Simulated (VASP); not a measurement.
A run of VASP 6.6.1:

File INCAR:

```
SYSTEM = CO2
ALGO = Normal ; DIPOL = 0.5 0.5 0.628
EDIFF = 1E-6 ; ENCUT = 520
GGA = PE ; IDIPOL = 3
ISIF = 2 ; ISMEAR = 0
IVDW = 12 ; LASPH = .TRUE.
LCHARG = .FALSE. ; LDIPOL = .TRUE.
LREAL = .FALSE. ; LWAVE = .FALSE.
NBANDS = 15 ; NELM = 60
PREC = Accurate ; SIGMA = 0.1
```

Contents of KPOINTS:

```
k-points
0
G
  3 3 1
  0 0 0
```

The input POSCAR:

```
CO2
1.0
    9.2964173513      0.0000000000      0.0000000000
   -4.6482086756      8.0509335904      0.0000000000
    0.0000000000      0.0000000000     25.2190581139
O C
2 1
Direct
    0.1495654677      0.2991309354      0.6228553132
    0.0051178538      0.0102357076      0.6340130703
    0.0772747359      0.1545494719      0.6281772173
```

Potentials or basis: VASP PAW PBE potentials, release 64 (O, C).

Command:

```sh
$ cat potpaw_PBE.64/O/POTCAR potpaw_PBE.64/C/POTCAR > POTCAR
$ mpirun -np 1 vasp_std > vasp.out
```

Hardware: 1 thread of AMD EPYC 7R13 Processor (Zen 3) (shared host).

Question: How long does it take, and how much memory?

Answer: Run time: 3.6 min on 1 thread of AMD EPYC 7R13 Processor (Zen 3) (shared host), peak memory 1.6 GiB. Counts: scf iterations 22, k points 4.
